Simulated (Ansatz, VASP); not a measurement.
One calculation of B, two programs

```
B
1.0
     1.85093    0.00000    0.00000
     0.00000    1.85093    0.00000
     0.00000    0.00000    1.85093
B
1
Direct
  0.00000 0.00000 0.00000
```

Alike in both runs: task single point; functional PBEsol; k mesh 19 × 19 × 19; occupations fermi-dirac, width 0.1 eV; no spin polarisation.

```csv
,VASP,Ansatz
version,VASP 6.6.1,Ansatz 0.2.0
potentials or method,"VASP PAW PBE potentials, release 64 (B), cutoff 520 eV","plane waves (420 eV) with PAW, scalar-relativistic"
valence electrons in the cell,3,3
```

```csv
,VASP,Ansatz,Ansatz less VASP
pressure (GPa),11.3,10.9,-0.36
```

VASP's potentials were made for PBE, not for PBEsol, and Ansatz warns of the same on its side. With one functional, cell and mesh, what is left measures potentials, basis and numerics.
